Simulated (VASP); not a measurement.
# HC6 in VASP: a series of runs, part 3 of 3

VASP 6.6.1. The steps go on from the part before.

## (5) Single point, LDA

INCAR

```
PREC     = Accurate       # precision mode
ENCUT    = 520            # plane-wave cutoff, eV
EDIFF    = 1E-7           # SCF threshold, eV
ISMEAR   = 0              # smearing method
SIGMA    = 0.1            # smearing width, eV
LREAL    = F              # projectors in reciprocal space
LASPH    = T              # aspherical terms in the spheres
NELM     = 100            # most SCF steps
ALGO     = Normal         # electronic algorithm
ISIF     = 2              # what is computed and relaxed
LWAVE    = F              # write WAVECAR
LCHARG   = F              # write CHGCAR
LDIPOL   = T            
IDIPOL   = 3            
DIPOL    = 0.5 0.5 0.307
NBANDS   = 38             # bands
```

KPOINTS

```
Automatic mesh
0
Gamma
  6 3 1
```

POSCAR

```
HC6
1.0
    4.8895256614      0.0000000000      0.0000000000
   -1.2223814153      8.7849592876      0.0000000000
    0.0000000000      0.0000000000     22.7474729025
C H
12 2
Direct
    0.0193612757      0.0774451030      0.1758437088
    0.5193612758      0.0774451030      0.1758437088
    0.2742015947      0.0968063788      0.2059542860
    0.7742015947      0.0968063788      0.2059542860
    0.2838822326      0.1355289303      0.2661754406
    0.7838822326      0.1355289303      0.2661754406
    0.0386279421      0.1545151615      0.2955067254
    0.5386279421      0.1545151615      0.2955067254
    0.0488684834      0.1954807970      0.3583587359
    0.5488684834      0.1954807970      0.3583587359
    0.3031723044      0.2126952264      0.3845470194
    0.8031723044      0.2126952264      0.3845470194
    0.0488684834      0.1289050446      0.4605994234
    0.0488684834      0.2620565494      0.4605994234
```

Potentials or basis: VASP PAW LDA potentials, release 64 (C, H).

On the command line:

```
$ cat potpaw_LDA.64/C/POTCAR potpaw_LDA.64/H/POTCAR > POTCAR
$ mpirun -np 1 vasp_std > vasp.out
```

OUTCAR:

```text
PREC = Accurate
   ENCUT = 520
   EDIFF = 1E-7
   ISMEAR = 0
   LREAL = F
   LASPH = T
   NELM = 100
   ISIF = 2

 ion  position               nearest neighbor table
   1  0.019  0.077  0.176-   4 1.41   3 1.41
   2  0.519  0.077  0.176-   4 1.41   3 1.41
   3  0.274  0.097  0.206-   2 1.41   1 1.41   5 1.41
   4  0.774  0.097  0.206-   1 1.41   2 1.41   6 1.41
   5  0.284  0.136  0.266-   8 1.40   7 1.40   3 1.41
   6  0.784  0.136  0.266-   7 1.40   8 1.40   4 1.41
   7  0.039  0.155  0.296-   6 1.40   5 1.40   9 1.47
   8  0.539  0.155  0.296-   5 1.40   6 1.40  10 1.47
   9  0.049  0.195  0.358-  12 1.37  11 1.37   7 1.47
  10  0.549  0.195  0.358-  11 1.37  12 1.37   8 1.47
  11  0.303  0.213  0.385-  10 1.37   9 1.37
  12  0.803  0.213  0.385-   9 1.37  10 1.37
  13  0.049  0.129  0.461-
  14  0.049  0.262  0.461-

  LATTYP: Found a simple monoclinic cell.
 ALAT       =     4.8895256614
 B/A-ratio  =     4.6522862293
 C/A-ratio  =     1.8139991911
 COS(beta)  =    -0.1378170405
[... 603 lines left out ...]

 vacuum level on the upper side and lower side of the slab       (xc-potential included)        -0.809         0.764

  FORCE on cell =-STRESS in cart. coord.  units (eV):
  Direction    XX          YY          ZZ          XY          YZ          ZX
  --------------------------------------------------------------------------------------
  -------------------------------------------------------------------------------------
  Total        0.5077015     -4.3447557      0.4006420      0.0977825      0.4812356     -0.1156815
  in kB        0.8324906     -7.1242033      0.6569426      0.1603364      0.7890939     -0.1896859
  external PRESSURE =      -1.8782567 kB  Pullay stress =       0.0000000 kB

 VOLUME and BASIS-vectors are now :
 -----------------------------------------------------------------------------
  energy-cutoff  :      520.00
  volume of cell :      977.10
      direct lattice vectors                 reciprocal lattice vectors
     4.889525661  0.000000000  0.000000000     0.204518816  0.028457730  0.000000000
    -1.222381415  8.784959288  0.000000000     0.000000000  0.113830920  0.000000000
     0.000000000  0.000000000 22.747472903     0.000000000  0.000000000  0.043960927

 POSITION                                       TOTAL-FORCE (eV/Angst)
 -----------------------------------------------------------------------------------
     -0.00000      0.68035      4.00000        -0.008664      0.358464      1.650442
      2.44476      0.68035      4.00000         0.009349      0.472356      1.556272
      1.22238      0.85044      4.68494         0.055404     -0.791414     -3.027520
      3.66714      0.85044      4.68494        -0.056669     -0.799661     -3.030547
      1.22238      1.19062      6.05482         0.155071      0.274834      1.183739
      3.66714      1.19062      6.05482        -0.153820      0.296818      1.201666
     -0.00000      1.35741      6.72203         0.008608      0.409974      0.582475
      2.44476      1.35741      6.72203        -0.005390      0.108185      0.215737
     -0.00001      1.71729      8.15176        -0.013034     -0.023719     -0.396071
      2.44475      1.71729      8.15176         0.018136     -0.194500     -0.811685
      1.22237      1.86852      8.74747         0.019678     -0.353494      0.823828
      3.66714      1.86852      8.74747         0.031559     -0.005285      0.949715
      0.08137      1.13243     10.47747        -0.108377      3.744654     -0.296509
     -0.08139      2.30216     10.47747         0.048148     -3.497211     -0.601542
 -----------------------------------------------------------------------------------
    total drift:                                0.000609      0.000375     -0.000273

  FREE ENERGIE OF THE ION-ELECTRON SYSTEM (eV)
  ---------------------------------------------------
  free  energy   TOTEN  =      -113.0888461792 eV

  energy  without entropy=     -113.0144995458  energy(sigma->0) =     -113.05167286

 vacuum level on the upper side and lower side of the slab         0.394         2.002
```

OSZICAR:

```text
N       E                     dE             d eps       ncg     rms          rms(c)
DAV:   1     0.411290806790E+03    0.41129E+03   -0.16465E+04   872   0.904E+02
DAV:   2    -0.211708750358E+02   -0.43246E+03   -0.40038E+03  1160   0.201E+02
DAV:   3    -0.118178290319E+03   -0.97007E+02   -0.95467E+02   960   0.104E+02
DAV:   4    -0.122317723720E+03   -0.41394E+01   -0.41065E+01   912   0.291E+01
[... 24 lines left out ...]
DAV:  29    -0.113088845258E+03   -0.13337E-05   -0.62797E-08   700   0.633E-04    0.284E-04
DAV:  30    -0.113088845872E+03   -0.61380E-06   -0.32222E-08   632   0.423E-04    0.292E-04
DAV:  31    -0.113088846037E+03   -0.16490E-06   -0.72075E-09   644   0.244E-04    0.332E-04
DAV:  32    -0.113088846144E+03   -0.10755E-06   -0.27235E-09   674   0.169E-04    0.106E-04
DAV:  33    -0.113088846179E+03   -0.35180E-07    0.26168E-09   698   0.962E-05
   1 F= -.11308885E+03 E0= -.11305167E+03  d E =-.743466E-01
```

Run time: 27 min. Hardware: 1 thread of Intel Xeon 8259CL, shared host; peak memory 0.79 GiB.

What came out:

* Free energy: -113.0888 eV
* Largest force: 3.758 eV/Å
* Band gap on the k mesh: 0.05 eV

Forces on the atoms (eV/Å):
```
C   -0.009  0.358  1.650
C    0.009  0.472  1.556
C    0.055 -0.791 -3.028
C   -0.057 -0.800 -3.031
C    0.155  0.275  1.184
C   -0.154  0.297  1.202
C    0.009  0.410  0.582
C   -0.005  0.108  0.216
C   -0.013 -0.024 -0.396
C    0.018 -0.195 -0.812
C    0.020 -0.353  0.824
C    0.032 -0.005  0.950
H   -0.108  3.745 -0.297
H    0.048 -3.497 -0.602
```

## (6) Single point, LDA

INCAR

```
PREC     = Accurate       # precision mode
ENCUT    = 520            # plane-wave cutoff, eV
EDIFF    = 1E-6           # SCF threshold, eV
ISMEAR   = 0              # smearing method
SIGMA    = 0.1            # smearing width, eV
LREAL    = False          # projectors in reciprocal space
LASPH    = True           # aspherical terms in the spheres
NELM     = 60             # most SCF steps
ALGO     = Normal         # electronic algorithm
ISIF     = 2              # what is computed and relaxed
LWAVE    = False          # write WAVECAR
LCHARG   = True           # write CHGCAR
LDIPOL   = True         
IDIPOL   = 3            
DIPOL    = 0.5 0.5 0.307
LELF     = True           # ELF
LVHAR    = True         
LVACPOTAV= True         
NBANDS   = 38             # bands
```

KPOINTS

```
regular mesh
0
Gamma
  6 3 1
```

Changes to POSCAR since step 5:

```diff
@@ -20,3 +20,3 @@
     0.8031723044      0.2126952264      0.3845470194
-    0.0488684834      0.1289050446      0.4605994234
-    0.0488684834      0.2620565494      0.4605994234
+    0.0488684834      0.1588387656      0.4605994234
+    0.0488684834      0.2321228284      0.4605994234
```

Potentials or basis: VASP PAW LDA potentials, release 64 (C, H).

On the command line:

```
$ cat potpaw_LDA.64/C/POTCAR potpaw_LDA.64/H/POTCAR > POTCAR
$ mpirun -np 1 vasp_std > vasp.out
```

It took 19 min on 1 thread of Intel Xeon Platinum 8488C (Sapphire Rapids), shared host; peak memory 0.79 GiB.

It converged, with:

```
Free energy            : -113.7170 eV
Largest force          : 6.374 eV/Å
Band gap on the k mesh : 0.06 eV
```

Forces on the atoms (eV/Å):
```
C   -0.002  0.370  1.621
C    0.002  0.436  1.535
C    0.063 -0.793 -3.068
C   -0.063 -0.794 -3.068
C    0.162  0.312  1.290
C   -0.162  0.315  1.293
C    0.003  0.310  0.441
C   -0.002  0.057  0.081
C   -0.001  0.123  0.064
C    0.003 -0.163 -0.790
C    0.319 -0.225  0.321
C   -0.311 -0.160  0.351
H    0.989 -6.081  0.017
H   -1.000  6.295 -0.087
```

Levels at points of the mesh, in eV from the valence-band top:
| k point | band 23 | band 24 | band 25 | band 26 | band 27 | band 28 |
| --- | --- | --- | --- | --- | --- | --- |
| (0.00, 0.00, 0.00) | -1.03 | -0.22 | -0.16 | 0.12 | 0.80 | 0.86 |
| (0.50, 0.00, 0.00) | -1.84 | -0.61 | 0.00 | 0.06 | 0.34 | 2.80 |

## (7) Summary

| cell | gap on the mesh (eV) | largest force (eV/Å) |
| --- | --- | --- |
| as given, atomic positions A | none | 10.50 |
| as given, atomic positions B | none | 8.33 |
| as given, atomic positions C | 0.08 | 3.36 |
| as given, atomic positions D | 0.05 | 3.76 |
| as given, atomic positions E | 0.06 | 6.37 |

Alike in all rows: task single point; level LDA; potentials or basis VASP PAW LDA potentials, release 64 (C, H); no spin polarisation; k mesh 6 × 3 × 1; cutoff (eV) 520; smearing gaussian 0.1 eV.

Total energies depend on the potentials used, so only differences within one code and one set of settings carry meaning.
